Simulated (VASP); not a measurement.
# W (Im-3m) in VASP: notebook, part 2 of 2

VASP 6.6.1. The steps go on from the part before.

### 3 Single point, PBE

Input file INCAR:

```
SYSTEM = W
ALGO = Normal
EDIFF = 1E-7
ENCUT = 520
GGA = PE
ISIF = 2
ISMEAR = -1
LASPH = .TRUE.
LCHARG = .FALSE.
LREAL = .FALSE.
LWAVE = .FALSE.
NBANDS = 13
NELM = 80
PREC = Accurate
SIGMA = 0.08
```

Input file KPOINTS:

```
k-points
0
G
  18 18 18
  0 0 0
```

Input file POSCAR:

```
W
1.0
   -1.5269503386      1.5269503386      1.5269503386
    1.5269503386     -1.5269503386      1.5269503386
    1.5269503386      1.5269503386     -1.5269503386
W
1
Direct
    0.0000000000      0.0000000000      0.0000000000
```

Potentials or basis: VASP PAW PBE potentials, release 64 (W_sv).

On the command line:

```bash
> cat potpaw_PBE.64/W_sv/POTCAR > POTCAR
> mpirun -np 1 vasp_std > vasp.out
```

OUTCAR:

```text
SYSTEM = W
   EDIFF = 1E-7
   ENCUT = 520
   GGA = PE
   ISIF = 2
   ISMEAR = -1
   LASPH = .TRUE.
   LREAL = .FALSE.
   NELM = 80
   PREC = Accurate

 ion  position               nearest neighbor table
   1  0.000  0.000  0.000-

  LATTYP: Found a body centered cubic cell.
 ALAT       =     3.0539006772

  Lattice vectors:

 A1 = (  -1.5269503386,   1.5269503386,   1.5269503386)
 A2 = (   1.5269503386,  -1.5269503386,   1.5269503386)
 A3 = (   1.5269503386,   1.5269503386,  -1.5269503386)

Analysis of symmetry for initial positions (statically):
=====================================================================
 Subroutine PRICEL returns:
 Original cell was already a primitive cell.

 Routine SETGRP: Setting up the symmetry group for a
 body centered cubic supercell.

 Subroutine GETGRP returns: Found 48 space group operations
 (whereof 48 operations were pure point group operations)
 out of a pool of 48 trial point group operations.

The static configuration has the point symmetry O_h .

[... 164 lines left out ...]
 k-point     1 :       0.0000    0.0000    0.0000
  band No.  band energies     occupation
      1     -61.0019      2.00000
      2     -24.3681      2.00000
      3     -24.3681      2.00000
      4     -24.3681      2.00000
      5       2.8484      2.00000
      6      11.6343      2.00000
      7      11.6343      2.00000
      8      11.6343      2.00000
      9      15.5776      0.00000
     10      15.5776      0.00000
     11      27.8066      0.00000
     12      27.8066      0.00000
     13      27.8066      0.00000
[... 354 lines left out ...]
  band No.  band energies     occupation
      1     -60.7870      2.00000
      2     -26.0777      2.00000
      3     -25.0024      2.00000
      4     -24.4649      2.00000
      5       6.5713      2.00000
      6       9.1274      2.00000
      7      12.6759      1.98533
      8      15.3857      0.00000
      9      16.9658      0.00000
     10      20.5118      0.00000
     11      25.4799      0.00000
     12      26.3428      0.00000
     13      31.5941      0.00000

 [... further k-points ...]

------------------------ aborting loop because EDIFF is reached ----------------------------------------

  FORCE on cell =-STRESS in cart. coord.  units (eV):
  Direction    XX          YY          ZZ          XY          YZ          ZX
  --------------------------------------------------------------------------------------
  -------------------------------------------------------------------------------------
  Total        4.4782332      4.4782332      4.4782332      0.0000000      0.0000000      0.0000000
  in kB      503.8282968    503.8282968    503.8282968      0.0000000      0.0000000      0.0000000
  external PRESSURE =     503.8282968 kB  Pullay stress =       0.0000000 kB

 VOLUME and BASIS-vectors are now :
 -----------------------------------------------------------------------------
  energy-cutoff  :      520.00
  volume of cell :       14.24
      direct lattice vectors                 reciprocal lattice vectors
    -1.526950339  1.526950339  1.526950339     0.000000000  0.327450073  0.327450073
     1.526950339 -1.526950339  1.526950339     0.327450073  0.000000000  0.327450073
     1.526950339  1.526950339 -1.526950339     0.327450073  0.327450073  0.000000000

 POSITION                                       TOTAL-FORCE (eV/Angst)
 -----------------------------------------------------------------------------------
      0.00000      0.00000      0.00000         0.000000      0.000000      0.000000
 -----------------------------------------------------------------------------------
    total drift:                                0.000000      0.000000      0.000000

  FREE ENERGIE OF THE ION-ELECTRON SYSTEM (eV)
  ---------------------------------------------------
  free  energy   TOTEN  =       -12.6836255937 eV

  energy  without entropy=      -12.6713858299  energy(sigma->0) =      -12.67750571
```

Run time: 12 s. Hardware: 1 thread of Intel Xeon 6975P-C (Granite Rapids), shared host; peak memory 0.14 GiB.

What came out:

```yaml
Free_energy: -12.6836 eV
Pressure: 50.4 GPa
Band_gap_on_the_k_mesh: zero (band 7 reaches 19.05 eV, above the bottom of band 8 at 11.63 eV)
```

Caveat: spin-orbit coupling is left out, which moves the levels of the heavy elements.

### 4 Relaxation of cell and atoms, PBE, target pressure 49 GPa, at which the enthalpy is minimised

Input file INCAR:

```
SYSTEM = W
ALGO = Normal
EDIFF = 1E-6
EDIFFG = -0.005
ENCUT = 600
GGA = PE
IBRION = 2
ISIF = 3
ISMEAR = -1
LASPH = .TRUE.
LCHARG = .FALSE.
LREAL = .FALSE.
LWAVE = .FALSE.
NELM = 60
NSW = 32
PREC = Accurate
PSTRESS = 490.0
SIGMA = 0.08
```

KPOINTS is that of step 3.

Input file POSCAR:

```
W
1.0
   -1.5270753167      1.5270753167      1.5270753167
    1.5270753167     -1.5270753167      1.5270753167
    1.5270753167      1.5270753167     -1.5270753167
W
1
Direct
    0.0000000000      0.0000000000      0.0000000000
```

On the command line:

```bash
> cat potpaw_PBE.64/W_sv/POTCAR > POTCAR
> mpirun -np 1 vasp_std > vasp.out
```

It took 24 s on 1 thread of Intel Xeon 6975P-C (Granite Rapids), shared host; peak memory 0.17 GiB.

Results (log left out):

- Free energy: -12.6968 eV
- Relaxed volume: 14.28 Å³/atom
- Relaxed cell: a = 2.647 Å, b = 2.647 Å, c = 2.647 Å, α = 109.47°, β = 109.47°, γ = 109.47°
- Space group after relaxing (to 0.05 Å): Im-3m (No. 229)
- Energy change on relaxing (the enthalpy is what falls): -11.8 meV/atom
- Ionic steps: 3
- Pressure after relaxing: 49.0 GPa
- Band gap on the k mesh: zero (band 7 reaches 18.98 eV, above the bottom of band 8 at 11.59 eV)

Step by step:
| step | energy change (eV) | largest force (eV/Å) | pressure (GPa) | volume (Å³) |
| --- | --- | --- | --- | --- |
| 1 | 0.0000 | 0.0000 | 50.32 | 14.24 |
| 2 | -0.0699 | 0.0000 | 42.16 | 14.49 |
| 3 | -0.0118 | 0.0000 | 49.01 | 14.28 |

Final structure:
```yaml
crystal:
  lattice:
    - [-1.52843, 1.52843, 1.52843]
    - [1.52843, -1.52843, 1.52843]
    - [1.52843, 1.52843, -1.52843]
  atoms:
    - { symbol: W, position: [0.00000, 0.00000, 0.00000] }
```

Levels at points of the mesh, in eV from the Fermi level:
```csv
k point,band 5,band 6,band 7,band 8,band 9,band 10
"(0.00, 0.00, 0.00)",-10.20,-1.43,-1.43,-1.43,2.50,2.50
"(0.50, 0.00, 0.00)",-7.00,-4.12,1.11,2.48,3.59,7.14
"(0.50, 0.50, 0.50)",-6.74,-6.74,5.96,5.96,5.96,9.15
```

Caveat: the cell is relaxed towards a set pressure, so the enthalpy falls and the energy may rise; spin-orbit coupling is left out, which moves the levels of the heavy elements.

### 5 Relaxation of cell and atoms, PBE, target pressure 49 GPa, at which the enthalpy is minimised

This run uses another cell than the first one, of 14.40 Å³/atom, 1.011 times its volume.

Input file INCAR:

```
SYSTEM = W
PREC = Accurate ; ENCUT = 600
EDIFF = 1E-7 ; ISMEAR = -1
SIGMA = 0.08 ; LREAL = .False.
LASPH = .True. ; NELM = 100
ALGO = Normal ; ISIF = 3
LWAVE = .False. ; LCHARG = .False.
GGA = PE ; IBRION = 2
NSW = 60 ; EDIFFG = -0.005
PSTRESS = 490.0
```

Input file KPOINTS:

```
Automatic mesh
0
Gamma
  18 18 18
  0 0 0
```

Input file POSCAR:

```
W
1.0
   -1.5327113724      1.5327113724      1.5327113724
    1.5327113724     -1.5327113724      1.5327113724
    1.5327113724      1.5327113724     -1.5327113724
W
1
Direct
    0.0000000000      0.0000000000      0.0000000000
```

On the command line:

```bash
> cat potpaw_PBE.64/W_sv/POTCAR > POTCAR
> mpirun -np 1 vasp_std > vasp.out
```

Wall time 33 s (1 thread of Intel Xeon 6975P-C (Granite Rapids), shared host); peak memory 0.18 GiB.

The run converged. Its results:

| Quantity | Value |
| --- | --- |
| Free energy | -12.6969 eV |
| Relaxed volume | 14.28 Å³/atom |
| Relaxed cell | a = 2.647 Å, b = 2.647 Å, c = 2.647 Å, α = 109.47°, β = 109.47°, γ = 109.47° |
| Space group after relaxing (to 0.05 Å) | Im-3m (No. 229) |
| Energy change on relaxing (the enthalpy is what falls) | +35.1 meV/atom |
| Ionic steps | 4 |
| Pressure after relaxing | 49.0 GPa |
| Band gap on the k mesh | zero (band 7 reaches 18.98 eV, above the bottom of band 8 at 11.59 eV) |

Step by step:
```tsv
step	energy change (eV)	largest force (eV/Å)	pressure (GPa)	volume (Å³)
1	0.0000	0.0000	44.93	14.40
2	0.2735	0.0000	73.11	13.65
3	0.0344	0.0000	48.91	14.29
4	0.0351	0.0000	49.00	14.28
```

Final structure:
```cif
data_structure
_symmetry_space_group_name_H-M 'P 1'
_symmetry_Int_Tables_number 1
_cell_length_a 2.6474
_cell_length_b 2.6474
_cell_length_c 2.6474
_cell_angle_alpha 109.471
_cell_angle_beta 109.471
_cell_angle_gamma 109.471
_cell_volume 14.28
loop_
_atom_site_label
_atom_site_type_symbol
_atom_site_fract_x
_atom_site_fract_y
_atom_site_fract_z
_atom_site_occupancy
W1 W 0.00000 0.00000 0.00000 1
```

Levels at points of the mesh, in eV from the Fermi level:
| k point | band 4 | band 5 | band 6 | band 7 | band 8 | band 9 | band 10 | band 11 |
| --- | --- | --- | --- | --- | --- | --- | --- | --- |
| (0.00, 0.00, 0.00) | -37.44 | -10.20 | -1.43 | -1.43 | -1.43 | 2.50 | 2.50 | 14.73 |
| (0.50, 0.00, 0.00) | -37.46 | -7.00 | -4.12 | 1.11 | 2.48 | 3.59 | 7.14 | 11.74 |
| (0.50, 0.50, 0.50) | -38.69 | -6.74 | -6.74 | 5.96 | 5.96 | 5.96 | 9.15 | 9.15 |

Caveat: the cell is relaxed towards a set pressure, so the enthalpy falls and the energy may rise; spin-orbit coupling is left out, which moves the levels of the heavy elements.

### 6 The runs side by side

```tsv
task	cell	cutoff (eV)	gap on the mesh (eV)	pressure (GPa)
single point	a = 2.645 Å, angles 109.5°, 1 atom	520	none	50.4
relaxation of cell and atoms	relaxed to 49 GPa from a = 2.645 Å, angles 109.5°, 1 atom	600	none	49.0
relaxation of cell and atoms	relaxed to 49 GPa from a = 2.655 Å, angles 109.5°, 1 atom	600	none	49.0
```

Alike in all rows: level PBE; potentials or basis VASP PAW PBE potentials, release 64 (W_sv); no spin polarisation; k mesh 18 × 18 × 18; smearing fermi-dirac 0.08 eV.

Caveats: spin-orbit coupling is left out, which moves the levels of the heavy elements; the cell is relaxed towards a set pressure, so the enthalpy falls and the energy may rise (some runs).

Absolute energies hang on the potentials; compare differences alone.
